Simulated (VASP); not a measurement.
A run of VASP 6.6.1 is set up as follows.

File INCAR:

```
ALGO = Normal
DIPOL = 0.5 0.5 0.500
EDIFF = 1E-7
EDIFFG = -0.01
ENCUT = 520
GGA = PE
GGA_COMPAT = False
IBRION = 2
IDIPOL = 3
ISIF = 2
ISMEAR = -1
LASPH = True
LCHARG = False
LDIPOL = True
LREAL = False
LWAVE = False
NELM = 120
NELMDL = -8
NELMIN = 4
NSW = 60
PREC = Accurate
SIGMA = 0.05
```

KPOINTS

```
k-points
0
Gamma
  10 10 1
```

File POSCAR:

```
ZrN
1.0
    3.2489502562      0.0000000000      0.0000000000
    0.0000000000      3.2489502562      0.0000000000
    0.0000000000      0.0000000000     18.2974000000
Zr N
2 2
Direct
    0.0000000000      0.0000000000      0.4372218250
    0.5000000000      0.5000000000      0.5627781750
    0.5000000000      0.5000000000      0.4372218250
    0.0000000000      0.0000000000      0.5627781750
```

Potentials or basis: VASP PAW PBE potentials, release 64 (Zr_sv, N).

The run is started by

```console
$ cat potpaw_PBE.64/Zr_sv/POTCAR potpaw_PBE.64/N/POTCAR > POTCAR
$ mpirun -np 1 vasp_std > vasp.out
```

Question: What does it give for the energy gained by relaxing?

Answer: 28.6 meV/atom.

Question: Estimate the band gap on the k mesh.

Answer: Zero (bands 17 and 18 overlap by 3.04 eV).

Forces on the atoms (eV/Å):
```
Zr   0.000  0.000  0.003
Zr   0.000  0.000 -0.003
N    0.000  0.000  0.002
N    0.000  0.000 -0.002
```
